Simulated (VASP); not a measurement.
Ge:

```xyz
2
Lattice="0.0000 2.8374 2.8374 2.8374 0.0000 2.8374 2.8374 2.8374 0.0000" Properties=species:S:1:pos:R:3 pbc="T T T"
Ge    2.8374    2.8374    2.8374
Ge    4.2561    4.2561    4.2561
```

Program: VASP 6.6.1. Alike in all runs: task single point; cell as given; k mesh 7 × 7 × 7; smearing fermi-dirac 0.1 eV.

Problem. Order these runs on this cell by their pressure, lowest first.
A. level PBE; potentials or basis VASP PAW PBE potentials, release 64 (Ge_d); spin non-collinear, zero start, SOC; cutoff (eV) 520
B. level LDA; potentials or basis VASP PAW LDA potentials, release 64 (Ge_d); spin off; cutoff (eV) 500
C. level r2SCAN; potentials or basis VASP PAW PBE potentials, release 64 (Ge_d); spin off; cutoff (eV) 520

Solution. B (-1.7 GPa), C (0.0 GPa), A (3.0 GPa).

Caveats: the PAW data sets were made with another functional, which shifts forces and pressure a little (some runs).
